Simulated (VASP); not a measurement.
Here is a VASP 6.6.1 calculation.

File INCAR:

```
SYSTEM = Pb
PREC     = Accurate       ! precision mode
ENCUT    = 520            ! plane-wave cutoff, eV
EDIFF    = 1E-6           ! SCF threshold, eV
ISMEAR   = -1             ! smearing method
SIGMA    = 0.05           ! smearing width, eV
LREAL    = .False.        ! projectors in reciprocal space
LASPH    = .True.         ! aspherical terms in the spheres
NELM     = 100            ! most SCF steps
ALGO     = Normal         ! electronic algorithm
ISIF     = 2              ! what is computed and relaxed
LWAVE    = .False.        ! write WAVECAR
LCHARG   = .False.        ! write CHGCAR
GGA      = RE             ! functional
IVDW     = 12             ! dispersion correction
NBANDS   = 13             ! bands
```

KPOINTS

```
Automatic mesh
0
Gamma
  9 9 9
  0 0 0
```

File POSCAR:

```
Pb
1.0
   -1.9499558702      1.9499558702      1.9499558702
    1.9499558702     -1.9499558702      1.9499558702
    1.9499558702      1.9499558702     -1.9499558702
Pb
1
Direct
    0.0000000000      0.0000000000      0.0000000000
```

Potentials or basis: VASP PAW PBE potentials, release 64 (Pb_d).

Run with:

```console
$ cat potpaw_PBE.64/Pb_d/POTCAR > POTCAR
$ mpirun -np 1 vasp_std > vasp.out
```

Q: What does it give for the dispersion energy per atom?

A: -0.750 eV.

Q: What does it give for the pressure?

A: 0.0 GPa.

Q: Predict the band gap on the k mesh.

A: Zero (band 7 reaches 15.49 eV, above the bottom of band 8 at 5.50 eV).

Caveat: the PAW data sets were made with another functional, which shifts forces and pressure a little; spin-orbit coupling is left out, which moves the levels of the heavy elements; pairwise dispersion overbinds metals, which lowers pressure and volume.
